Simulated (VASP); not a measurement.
# TaN: single point with PBE

TaN:

```
Ta N
1.0
     0.00000    2.12287    2.21132
     2.12287    0.00000    2.21132
     2.12287    2.12287    0.00000
Ta N
1 1
Direct
  0.50000 0.50000 0.50000
  0.00000 0.00000 0.00000
```

```yaml
Program: VASP 6.6.1
Task: single point
Functional: PBE
Potentials_or_basis: VASP PAW PBE potentials, release 64 (Ta_pv, N)
Cutoff: 520 eV
k_mesh: 9 × 9 × 9
Occupations: fermi-dirac, width 0.05 eV
Spin: no spin polarisation
```

```
Pressure               : 33.3 GPa
Band gap on the k mesh : zero (band 8 reaches 12.00 eV, above the bottom of band 9 at 8.20 eV)
```

Stress tensor (GPa, compression positive):
```
44.42  0.00  0.00
 0.00 44.42  0.00
 0.00  0.00 11.08
```

Levels at points of the mesh, in eV from the Fermi level:
| k point | band 5 | band 6 | band 7 | band 8 | band 9 | band 10 | band 11 | band 12 |
| --- | --- | --- | --- | --- | --- | --- | --- | --- |
| (0.00, 0.00, 0.00) | -4.06 | -3.85 | -3.85 | -2.53 | -1.99 | -1.99 | -0.38 | 0.50 |

Wall time 20 s on 1 thread of Intel Xeon 8259CL, with other jobs on the host, peak memory 0.16 GiB.

Caveat: spin-orbit coupling is left out, which moves the levels of the heavy elements.
